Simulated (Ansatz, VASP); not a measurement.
## Two plane-wave programs on Ir

```
Ir
1.0
     4.90815    0.00000    0.00000
     0.00000    4.90815    0.00000
     0.00000    0.00000    4.90815
Ir
8
Direct
  0.50000 0.50000 0.50000
  0.00000 0.00000 0.00000
  0.25000 0.00000 0.50000
  0.50000 0.25000 0.00000
  0.50000 0.75000 0.00000
  0.75000 0.00000 0.50000
  0.00000 0.50000 0.75000
  0.00000 0.50000 0.25000
```

Alike in both runs: functional r2SCAN; k mesh 8 × 8 × 8; occupations gaussian, width 0.1 eV; no spin polarisation.

Ansatz relaxed the structure, and its values are those at the end. VASP's run is a single point on that final structure, the one shown.

|  | VASP | Ansatz |
| --- | --- | --- |
| version | VASP 6.6.1 | Ansatz 0.2.0 |
| potentials or method | VASP PAW PBE potentials, release 64 (Ir_sv_GW), cutoff 550 eV | scalar-relativistic, plane waves, PAW |
| valence electrons in the cell | 136 | 136 |

Ansatz gave:

- gap on the k mesh at the Fermi level (eV): none
- pressure (GPa): 0.0

Problem. What did VASP give for the same quantities?

Solution. gap on the k mesh at the Fermi level (eV): none; pressure (GPa): -2.0.

VASP's potentials were made for PBE, not for r2SCAN. A gap of «none» marks a metal or a gap that the smearing closes.

Neither program's run includes spin-orbit coupling.
